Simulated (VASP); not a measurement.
Input of a VASP 6.6.1 run:

INCAR

```
SYSTEM = Sc3Ge5
  PREC = Accurate
  ENCUT = 600
  EDIFF = 1E-6
  ISMEAR = 0
  SIGMA = 0.1
  LREAL = .False.
  LASPH = .True.
  NELM = 100
  ALGO = Normal
  ISIF = 3
  LWAVE = .False.
  LCHARG = .False.
  GGA = PE
  IBRION = 2
  NSW = 100
  EDIFFG = -0.01
```

The input KPOINTS:

```
Automatic mesh
0
Gamma
  8 8 8
  0 0 0
```

The input POSCAR:

```
Sc3Ge5
1.0
   -3.3225569900      3.3225569900      3.3225569900
    3.3225569900     -3.3225569900      3.3225569900
    3.3225569900      3.3225569900     -3.3225569900
Sc Ge
3 5
Direct
    0.0000000000      0.5000000000      0.5000000000
    0.5000000000      0.5000000000      0.0000000000
    0.5000000000      0.0000000000      0.5000000000
    0.0000000000      0.0000000000      0.0000000000
    0.0000000000      0.0000000000      0.5000000000
    0.0000000000      0.5000000000      0.0000000000
    0.5000000000      0.0000000000      0.0000000000
    0.5000000000      0.5000000000      0.5000000000
```

Potentials or basis: VASP PAW PBE potentials, release 64 (Sc_sv, Ge_d).

Run with:

```sh
$ cat potpaw_PBE.64/Sc_sv/POTCAR potpaw_PBE.64/Ge_d/POTCAR > POTCAR
$ mpirun -np 1 vasp_std > vasp.out
```

(1) Estimate the relaxed volume.

(2) What does it give for the space group after relaxing (to 0.05 Å)?

(3) What does it give for the relaxed cell?

Results:

(1) 19.00 Å³/atom.

(2) Im-3m (No. 229).

(3) a = 5.823 Å, b = 5.823 Å, c = 5.823 Å, α = 109.47°, β = 109.47°, γ = 109.47°.
